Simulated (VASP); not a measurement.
# TaTeS in VASP: notebook

Runs on TaTeS. Level: PBE. Tasks: single point.

All numbers are computed with VASP 6.6.1; they aren't measurements. Logs are shortened: lines on timing, memory, paths and dates and some standing lists are left out, and cuts for length are marked.

## 1. The cell of the first run

The cell holds a sheet with vacuum, 3 atoms: a = 3.542 Å, b = 3.542 Å, c = 30.664 Å, α = 90.00°, β = 90.00°, γ = 120.00°.

## 2. Single point, PBE

INCAR reads:

```
PREC = Accurate ; ENCUT = 520
EDIFF = 1E-7 ; ISMEAR = 0
SIGMA = 0.1 ; LREAL = F
LASPH = T ; NELM = 80
ALGO = Normal ; ISIF = 2
LWAVE = F ; LCHARG = F
LDIPOL = T ; IDIPOL = 3
DIPOL = 0.5 0.5 0.291 ; GGA = PE
NBANDS = 18
```

KPOINTS reads:

```
Automatic mesh
0
Gamma
  6 6 1
```

POSCAR reads:

```
TaTeS
1.0
    3.5423690000      0.0000000000      0.0000000000
   -1.7711840000      3.0677810000      0.0000000000
    0.0000000000      0.0000000000     30.6641230000
Ta Te S
1 1 1
Direct
    0.0000000000      0.0000000000      0.2855260000
    0.6666670000      0.3333330000      0.3486090000
    0.3333330000      0.6666670000      0.2399150000
```

Potentials or basis: VASP PAW PBE potentials, release 64 (Ta_pv, Te, S).

The run is started by

```sh
$ cat potpaw_PBE.64/Ta_pv/POTCAR potpaw_PBE.64/Te/POTCAR potpaw_PBE.64/S/POTCAR > POTCAR
$ mpirun -np 1 vasp_std > vasp.out
```

OUTCAR:

```text
PREC = Accurate
   ENCUT = 520
   EDIFF = 1E-7
   ISMEAR = 0
   LREAL = F
   LASPH = T
   NELM = 80
   ISIF = 2
   GGA = PE

 ion  position               nearest neighbor table
   1  0.000  0.000  0.286-   3 2.48   3 2.48   3 2.48   2 2.82   2 2.82   2 2.82
   2  0.667  0.333  0.349-   1 2.82   1 2.82   1 2.82
   3  0.333  0.667  0.240-   1 2.48   1 2.48   1 2.48

  LATTYP: Found a hexagonal cell.
 ALAT       =     3.5423690000
 C/A-ratio  =     8.6563887048

  Lattice vectors:

 A1 = (   3.5423690000,   0.0000000000,   0.0000000000)
 A2 = (  -1.7711840000,   3.0677810000,   0.0000000000)
 A3 = (   0.0000000000,   0.0000000000,  30.6641230000)

Analysis of symmetry for initial positions (statically):
=====================================================================
 Subroutine PRICEL returns:
 Original cell was already a primitive cell.

 Routine SETGRP: Setting up the symmetry group for a
 hexagonal supercell.

 Subroutine GETGRP returns: Found  6 space group operations
 (whereof  6 operations were pure point group operations)
 out of a pool of 24 trial point group operations.

The static configuration has the point symmetry C_3v.

Analysis of symmetry for dynamics (positions and initial velocities):
=====================================================================
 Subroutine PRICEL returns:
 Original cell was already a primitive cell.

 Routine SETGRP: Setting up the symmetry group for a
 hexagonal supercell.

 Subroutine GETGRP returns: Found  6 space group operations
 (whereof  6 operations were pure point group operations)
 out of a pool of 24 trial point group operations.

The dynamic configuration has the point symmetry C_3v.

 Subroutine INISYM returns: Found  6 space group operations
 (whereof  6 operations are pure point group operations),
 and found     1 'primitive' translations

----------------------------------------------------------------------------------------

                                     Primitive cell

  volume of cell :     333.2335

  direct lattice vectors                    reciprocal lattice vectors
     3.542369000  0.000000000  0.000000000     0.282296960  0.162984209  0.000000000
    -1.771184000  3.067781000  0.000000000     0.000000000  0.325968509  0.000000000
     0.000000000  0.000000000 30.664123000     0.000000000  0.000000000  0.032611401

  length of vectors
[... 71 lines left out ...]
   NFREE  =      0    steps in history (QN), initial steepest desc. (CG)
   ISIF   =      2    stress and relaxation
   ISYM   =      2    0-nonsym 1-usesym 2-fastsym
   POTIM  = 0.5000    time-step for ionic-motion
   TEBEG  =    0.0;   TEEND  =   0.0 temperature during run
   PSTRESS=    0.0 pullay stress
   NELECT =      23.0000    total number of electrons
   NUPDOWN=      -1.0000    fix difference up-down
   EMIN   =  10.00;   EMAX   =-10.00  energy-range for DOS
   EFERMI =   0.00;   METHOD = LEGACY
   ISMEAR =     0;   SIGMA  =   0.10  broadening in eV -4-tet -1-fermi 0-gaus
   EFERMI_NEDOS =   21; number of points for ismear=-14 and -15
   IALGO  =     38    algorithm
   IMIX   =      4    mixing-type and parameters
     AMIX     =   0.40;   BMIX     =  1.00
     AMIX_MAG =   1.60;   BMIX_MAG =  1.00
  volume/ion in A,a.u.               =     111.08       749.59
  Fermi-wavevector in a.u.,A,eV,Ry     =   0.671534  1.269015  6.135651  0.450958
  Thomas-Fermi vector in A             =   1.747382
   LORBIT       =      0    0 simple, 1 ext, 2 COOP (PROOUT), +10 PAW based schemes
   GGA     = PE    functional components
   LHFCALC =     F    Hartree Fock is set to
   AEXX    =    0.0000 exact exchange contribution
   IVDW    =     0    specifies the selected vdW correction
   LEPSILON=     F    determine dielectric tensor
   LRPA    =     F    only Hartree local field effects (RPA)
 non-spin polarized calculation
 Gauss-broadening in eV      SIGMA  =   0.10
  energy-cutoff  :      520.00
  volume of cell :      333.23
 maximum number of plane-waves:      9091
 NGX is ok and might be reduce to    28
   NGX = 13   NGY = 13   NGZ =115

 number of electron      23.0000001 magnetization

 dipolmoment           0.000000      0.000000     -0.050393 electrons x Angstroem

 Free energy of the ion-electron system (eV)
  ---------------------------------------------------
  ext. energy  EPLUGINS =         0.00000000
  ---------------------------------------------------
  free energy    TOTEN  =       -20.95450186 eV

  energy without entropy =      -20.92293986  energy(sigma->0) =      -20.93872086

 E-fermi :  -2.2212     XC(G=0):  -2.5013

 val. band max:       -2.2923632004   @ k =   0.1667  -0.0000   0.0000
 cond. band min:      -2.2098524548   @ k =   0.1667   0.1667   0.0000
 fundamental gap:      0.0825107456
 Fermi energy:        -2.2211828619

 k-point     1 :       0.0000    0.0000    0.0000
  band No.  band energies     occupation
      1     -37.5421      2.00000
      2     -37.5421      2.00000
      3     -37.5077      2.00000
      4     -16.3998      2.00000
      5     -14.8403      2.00000
      6      -8.1604      2.00000
[... 124 lines left out ...]
      5     -13.0894      2.00000
      6      -7.5665      2.00000
[... 10 lines left out ...]
     17       2.2248      0.00000
     18       4.6366      0.00000

------------------------ aborting loop because EDIFF is reached ----------------------------------------

 vacuum level on the upper side and lower side of the slab       (xc-potential included)        -0.421         0.404

  FORCE on cell =-STRESS in cart. coord.  units (eV):
  Direction    XX          YY          ZZ          XY          YZ          ZX
  --------------------------------------------------------------------------------------
  -------------------------------------------------------------------------------------
  Total        0.0097937      0.0097937      0.1067642      0.0000000      0.0000000      0.0000000
  in kB        0.0470879      0.0470879      0.5133194      0.0000000      0.0000000      0.0000000
  external PRESSURE =       0.2024984 kB  Pullay stress =       0.0000000 kB

 VOLUME and BASIS-vectors are now :
 -----------------------------------------------------------------------------
  energy-cutoff  :      520.00
  volume of cell :      333.23
      direct lattice vectors                 reciprocal lattice vectors
     3.542369000  0.000000000  0.000000000     0.282296960  0.162984209  0.000000000
    -1.771184000  3.067781000  0.000000000     0.000000000  0.325968509  0.000000000
     0.000000000  0.000000000 30.664123000     0.000000000  0.000000000  0.032611401

 POSITION                                       TOTAL-FORCE (eV/Angst)
 -----------------------------------------------------------------------------------
      0.00000      0.00000      8.75540        -0.000000      0.000000     -0.010624
      1.77119      1.02259     10.68979        -0.000000      0.000000      0.040600
     -0.00000      2.04519      7.35678         0.000000     -0.000000     -0.029976
 -----------------------------------------------------------------------------------
    total drift:                                0.000407     -0.000232      0.000075

  FREE ENERGIE OF THE ION-ELECTRON SYSTEM (eV)
  ---------------------------------------------------
  free  energy   TOTEN  =       -20.9545018643 eV

  energy  without entropy=      -20.9229398613  energy(sigma->0) =      -20.93872086

 vacuum level on the upper side and lower side of the slab         1.829         2.668
```

OSZICAR:

```text
N       E                     dE             d eps       ncg     rms          rms(c)
DAV:   1     0.128715855636E+03    0.12872E+03   -0.91914E+03   308   0.876E+02
DAV:   2    -0.545809195979E+01   -0.13417E+03   -0.13146E+03   334   0.173E+02
DAV:   3    -0.217625789612E+02   -0.16304E+02   -0.16218E+02   356   0.582E+01
[... 20 lines left out ...]
DAV:  24    -0.209545006678E+02   -0.16904E-05   -0.38529E-08   240   0.623E-04    0.456E-04
DAV:  25    -0.209545013412E+02   -0.67341E-06   -0.74437E-09   256   0.300E-04    0.355E-04
DAV:  26    -0.209545016830E+02   -0.34188E-06   -0.23998E-09   238   0.182E-04    0.335E-04
DAV:  27    -0.209545018116E+02   -0.12855E-06   -0.30863E-10   240   0.113E-04    0.220E-04
DAV:  28    -0.209545018643E+02   -0.52659E-07    0.19768E-10   214   0.755E-05
   1 F= -.20954502E+02 E0= -.20938721E+02  d E =-.315620E-01
```

Wall time 3.1 min (1 thread of Intel Xeon Platinum 8259CL at 2.50GHz (Skylake/Cascade Lake), shared host); peak memory 0.47 GiB.

What came out:

- Free energy: -20.9545 eV
- Largest force: 0.041 eV/Å

Forces on the atoms (eV/Å):
```
Ta   0.000  0.000 -0.011
Te   0.000  0.000  0.041
S    0.000  0.000 -0.030
```

Caveat: spin-orbit coupling is left out, which moves the levels of the heavy elements.

## 3. Single point, PBE

INCAR reads:

```
ALGO = Normal
DIPOL = 0.5 0.5 0.291
EDIFF = 1E-6
ENCUT = 520
GGA = PE
IDIPOL = 3
ISIF = 2
ISMEAR = -1
LASPH = T
LCHARG = T
LDIPOL = T
LELF = T
LREAL = F
LVACPOTAV = T
LVHAR = T
LWAVE = F
NBANDS = 18
NELM = 100
PREC = Accurate
SIGMA = 0.15
```

KPOINTS reads:

```
k-points
0
Gamma
  18 18 1
```

POSCAR reads:

```
TaTeS
1.0
    3.5418957644     -0.0000002886      0.0000000000
   -1.7709476322      3.0673718539      0.0000000000
    0.0000000000      0.0000000000     30.6641230000
Ta Te S
1 1 1
Direct
    0.0000000000      0.0000000000      0.2854161608
    0.6666666667      0.3333333333      0.3487319904
    0.3333333333      0.6666666667      0.2399018488
```

Potentials or basis: VASP PAW PBE potentials, release 64 (Ta_pv, Te, S).

The run is started by

```sh
$ cat potpaw_PBE.64/Ta_pv/POTCAR potpaw_PBE.64/Te/POTCAR potpaw_PBE.64/S/POTCAR > POTCAR
$ mpirun -np 1 vasp_std > vasp.out
```

Run time: 8.8 min. Hardware: 1 thread of Intel Xeon Platinum 8259CL at 2.50GHz (Skylake/Cascade Lake), shared host; peak memory 0.63 GiB.

The run converged. Its results:

| Property | Result |
| --- | --- |
| Free energy | -21.0662 eV |
| Largest force | 0.016 eV/Å |

Forces on the atoms (eV/Å):
```
Ta   0.000  0.000 -0.007
Te   0.000  0.000  0.016
S    0.000  0.000 -0.009
```

Levels at points of the mesh, in eV from the Fermi level:
```csv
k point,band 8,band 9,band 10,band 11,band 12,band 13,band 14,band 15
"(0.00, 0.00, 0.00)",-3.65,-2.82,0.08,0.08,0.48,0.53,0.53,3.34
"(0.50, 0.00, 0.00)",-3.93,-3.66,-2.72,-1.19,-0.86,2.03,2.26,3.05
```

Caveat: spin-orbit coupling is left out, which moves the levels of the heavy elements.

## 4. Single point, PBE

INCAR reads:

```
PREC = Accurate ; ENCUT = 520
EDIFF = 1E-7 ; ISMEAR = -1
SIGMA = 0.15 ; LREAL = F
LASPH = T ; NELM = 60
ALGO = Normal ; ISIF = 2
LWAVE = F ; LCHARG = F
LDIPOL = T ; IDIPOL = 3
DIPOL = 0.5 0.5 0.291 ; GGA = PE
NBANDS = 18
```

KPOINTS reads:

```
regular mesh
0
Gamma
  18 18 1
```

POSCAR reads:

```
TaTeS
1.0
    3.5423686862     -0.0000002887      0.0000000000
   -1.7711840931      3.0677814161      0.0000000000
    0.0000000000      0.0000000000     30.6641230000
Ta Te S
1 1 1
Direct
    0.0000000000      0.0000000000      0.2855260000
    0.6666666667      0.3333333333      0.3486090000
    0.3333333333      0.6666666667      0.2399150000
```

The run is started by

```sh
$ cat potpaw_PBE.64/Ta_pv/POTCAR potpaw_PBE.64/Te/POTCAR potpaw_PBE.64/S/POTCAR > POTCAR
$ mpirun -np 1 vasp_std > vasp.out
```

It took 9.5 min on 1 thread of Intel Xeon Platinum 8259CL at 2.50GHz (Skylake/Cascade Lake), shared host; peak memory 0.63 GiB.

Results (log left out):

```
Free energy   : -21.0658 eV
Largest force : 0.093 eV/Å
```

Forces on the atoms (eV/Å):
```
Ta   0.000  0.000 -0.093
Te   0.000  0.000  0.082
S    0.000  0.000  0.011
```

Levels at points of the mesh, in eV from the Fermi level:
| k point | band 7 | band 8 | band 9 | band 10 | band 11 | band 12 | band 13 | band 14 | band 15 | band 16 |
| --- | --- | --- | --- | --- | --- | --- | --- | --- | --- | --- |
| (0.00, 0.00, 0.00) | -3.64 | -3.64 | -2.80 | 0.08 | 0.08 | 0.47 | 0.51 | 0.51 | 3.35 | 4.00 |
| (0.50, 0.00, 0.00) | -4.87 | -3.92 | -3.65 | -2.72 | -1.20 | -0.86 | 2.03 | 2.27 | 3.06 | 4.01 |

Caveat: spin-orbit coupling is left out, which moves the levels of the heavy elements.
